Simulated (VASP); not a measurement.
Wanted: the native input for a VASP 6.6.1 run.

```yaml
Task: single point
Functional: PBE
Potentials_or_basis: VASP PAW PBE potentials, release 64 (Cd, Te)
Cutoff: 520 eV
k_mesh: 8 × 8 × 8
Occupations: gaussian, width 0.02 eV
Spin: no spin polarisation
Dipole_correction: no
Further_INCAR_settings: ALGO = Normal; EDIFF = 1e-07; NBANDS = 16
```

The structure of CdTe lies in POSCAR:

```
CdTe
1.0
    0.0000000000      3.3100202335      3.3100202335
    3.3100202335      0.0000000000      3.3100202335
    3.3100202335      3.3100202335      0.0000000000
Cd Te
1 1
Direct
    0.0000000000      0.0000000000      0.0000000000
    0.2500000000      0.2500000000      0.2500000000
```

The input as run:

INCAR

```
SYSTEM = CdTe
PREC     = Accurate       ! precision mode
ENCUT    = 520            ! plane-wave cutoff, eV
EDIFF    = 1E-7           ! SCF threshold, eV
ISMEAR   = 0              ! smearing method
SIGMA    = 0.02           ! smearing width, eV
LREAL    = .FALSE.        ! projectors in reciprocal space
LASPH    = .TRUE.         ! aspherical terms in the spheres
NELM     = 80             ! most SCF steps
ALGO     = Normal         ! electronic algorithm
ISIF     = 2              ! what is computed and relaxed
LWAVE    = .FALSE.        ! write WAVECAR
LCHARG   = .FALSE.        ! write CHGCAR
GGA      = PE             ! functional
NBANDS   = 16             ! bands
```

KPOINTS

```
regular mesh
0
G
  8 8 8
  0 0 0
```

Potentials or basis: VASP PAW PBE potentials, release 64 (Cd, Te).

Launch:

```sh
$ cat potpaw_PBE.64/Cd/POTCAR potpaw_PBE.64/Te/POTCAR > POTCAR
$ mpirun -np 1 vasp_std > vasp.out
```

Results of the run:

- Pressure: 0.1 GPa
- Band gap on the k mesh: 0.58 eV, direct

Caveat: spin-orbit coupling is left out, which moves the levels of the heavy elements.

Run time: 14 s on 1 thread of Intel(R) Xeon(R) 6975P-C (Granite Rapids), on a shared host, peak memory 0.21 GiB.
